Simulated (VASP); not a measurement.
Si (a cell with a defect): single point with PBE

Crystal: Si (a cell with a defect).

```xyz
17
Lattice="0.0000 5.4300 5.4300 5.4300 0.0000 5.4300 5.4300 5.4300 0.0000" Properties=species:S:1:pos:R:3 pbc="T T T"
Si   -0.0357    0.0006    0.0008
Si    1.3302    1.3823    1.3835
Si    2.7123    2.7482    0.0024
Si    4.0753    4.0681    1.3624
Si    2.7133    0.0013    2.7493
Si    4.0761    1.3626    4.0681
Si    5.4303    2.7152    2.7148
Si    6.7827    4.0686    4.0693
Si   -0.0058    2.7140    2.7182
Si    1.3312    4.0484    4.0493
Si    2.7129    5.4285    2.6822
Si    4.0917    6.8079    4.0528
Si    2.7138    2.6817    5.4296
Si    4.0939    4.0496    6.8113
Si    5.4629    5.4291    5.4312
Si    6.7832    6.7910    6.7915
Si    2.7094    5.4290    5.4331
```

- Program: VASP 6.6.1
- Task: single point
- Functional: PBE
- Potentials or basis: VASP PAW PBE potentials, release 64 (Si)
- Cutoff: 520 eV
- k mesh: 2 × 2 × 2
- Occupations: gaussian, width 0.05 eV
- Spin: no spin polarisation
- Dipole correction: no
- Further INCAR settings: LREAL = Auto; ALGO = Normal; EDIFF = 1e-07; NBANDS = 48

```json
{"Pressure": "5.3 GPa", "Largest force": "0.025 eV/Å", "Band gap on the k mesh": "zero (band 34 reaches 6.93 eV, above the bottom of band 35 at 6.67 eV)"}
```

Forces on the atoms (eV/Å):
```
Si   0.015 -0.002 -0.001
Si   0.004 -0.006 -0.005
Si   0.002 -0.017 -0.002
Si   0.015 -0.013  0.011
Si   0.000 -0.003 -0.014
Si   0.013  0.011 -0.012
Si  -0.001  0.000  0.001
Si  -0.010 -0.014 -0.016
Si  -0.002  0.000  0.001
Si   0.001  0.003  0.003
Si   0.000  0.002  0.019
Si   0.005  0.008 -0.006
Si  -0.002  0.015  0.003
Si  -0.001 -0.001  0.002
Si  -0.024  0.001  0.001
Si  -0.012  0.017  0.014
Si  -0.002  0.000  0.001
```

Levels at points of the mesh, in eV from the Fermi level:
```tsv
k point	band 31	band 32	band 33	band 34	band 35	band 36	band 37	band 38
(0.00, 0.00, 0.00)	-0.82	-0.82	-0.82	-0.24	-0.24	-0.23	0.09	0.09
(0.50, 0.00, 0.00)	-1.57	-1.43	-1.43	-0.34	0.54	0.54	0.90	0.90
(0.00, 0.50, 0.00)	-1.57	-1.43	-1.43	-0.35	0.54	0.54	0.90	0.90
(0.00, 0.00, 0.50)	-1.58	-1.43	-1.43	-0.35	0.54	0.54	0.90	0.90
(0.50, 0.50, 0.50)	-1.57	-1.43	-1.43	-0.35	0.54	0.54	0.90	0.90
(0.50, 0.50, 0.00)	-2.02	-1.89	-0.99	0.02	0.72	1.02	1.03	1.15
(0.00, 0.50, 0.50)	-2.02	-1.89	-0.99	0.02	0.72	1.02	1.03	1.15
(0.50, 0.00, 0.50)	-2.02	-1.89	-0.99	0.02	0.72	1.02	1.03	1.15
```

Wall time 2.8 min on 1 thread of Intel(R) Xeon(R) Platinum 8488C (Sapphire Rapids), with other jobs on the host, peak memory 0.46 GiB.

Caveat: the k points lie up to 0.50 Å⁻¹ apart.
